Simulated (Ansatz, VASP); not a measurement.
# Cu: VASP beside Ansatz

The input INCAR:

```
SYSTEM = Cu
  PREC = Accurate
  ENCUT = 600
  EDIFF = 1E-6
  ISMEAR = 0
  SIGMA = 0.013000000000000001
  LREAL = .False.
  LASPH = .True.
  NELM = 120
  ALGO = Normal
  ISIF = 2
  LWAVE = .False.
  LCHARG = .False.
  GGA = PE
  NBANDS = 12
  GGA_COMPAT = .False.
```

File KPOINTS:

```
regular mesh
0
Gamma
  13 13 13
  0 0 0
```

File POSCAR:

```
Cu
1.0
    0.0000000000      1.8075000000      1.8075000000
    1.8075000000      0.0000000000      1.8075000000
    1.8075000000      1.8075000000      0.0000000000
Cu
1
Direct
    0.0000000000      0.0000000000      0.0000000000
```

Contents of input.yaml:

```yaml
crystal:
  lattice:
    - [0.0, 1.8075, 1.8075]
    - [1.8075, 0.0, 1.8075]
    - [1.8075, 1.8075, 0.0]
  atoms:
    - { symbol: Cu, position: [0.0, 0.0, 0.0] }
kpoints:
  mp_grid: { grid: [13, 13, 13] }
scf:
  occupations: { method: gaussian, width: 0.013 }
hamiltonian:
  xc: pbe
  pseudopotentials: { kind: all_electron, lapw: { basis_error: 0.001 } }
output:
  forces: true
  stress: true
  eigenvalues: true
```

Alike in both runs: task single point; functional PBE; k mesh 13 × 13 × 13; occupations gaussian, width 0.013 eV; no spin polarisation.

|  | VASP | Ansatz |
| --- | --- | --- |
| version | VASP 6.6.1 | Ansatz 0.2.0 |
| potentials or method | VASP PAW PBE potentials, release 64 (Cu), cutoff 600 eV | all-electron LAPW, scalar-relativistic |

```csv
,VASP,Ansatz,Ansatz less VASP
gap on the k mesh at the Fermi level (eV),none,none,-
pressure (GPa),2.3,1.7,-0.62
```

A gap of «none» marks a metal or a gap that the smearing closes. Ansatz ran all-electron here, and VASP with PAW potentials.
